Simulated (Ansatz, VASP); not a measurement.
# Two plane-wave programs on SnO2

```
Sn O
1.0
    -3.23725    0.00000    0.00000
    -1.61863   -2.80354    0.00000
    -4.37029   -2.52319   13.67548
Sn O
3 6
Direct
  0.24301 0.24301 0.47073
  0.85879 0.85879 0.15690
  0.62722 0.62722 0.78457
  0.46027 0.46027 0.22933
  0.22870 0.22870 0.85700
  0.84448 0.84448 0.54317
  0.02574 0.02574 0.71214
  0.64153 0.64153 0.39830
  0.25731 0.25731 0.08447
```

Alike in both runs: task single point; functional PBE; dispersion D3(BJ); k mesh 9 × 9 × 2; occupations gaussian, width 0.05 eV; no spin polarisation.

|  | VASP | Ansatz |
| --- | --- | --- |
| version | VASP 6.6.1 | Ansatz 0.2.0 |
| potentials or method | VASP PAW PBE potentials, release 64 (Sn_d, O), cutoff 520 eV | scalar-relativistic, plane waves, PAW |
| valence electrons in the cell | 78 | 78 |

```csv
,VASP,Ansatz,Ansatz less VASP
gap on the k mesh at the Fermi level (eV),1.76,1.78,+0.021
least direct gap on the mesh (eV),1.84,1.86,+0.017
pressure (GPa),0.3,-0.4,-0.64
"traceless stress, the component that is largest in VASP (GPa)",-0.14,0.27,+0.418
rms of the force components (eV/Å),0.077,0.059,-0.0174
```

Atom by atom the forces differ by 0.026 eV/Å (rms over components).
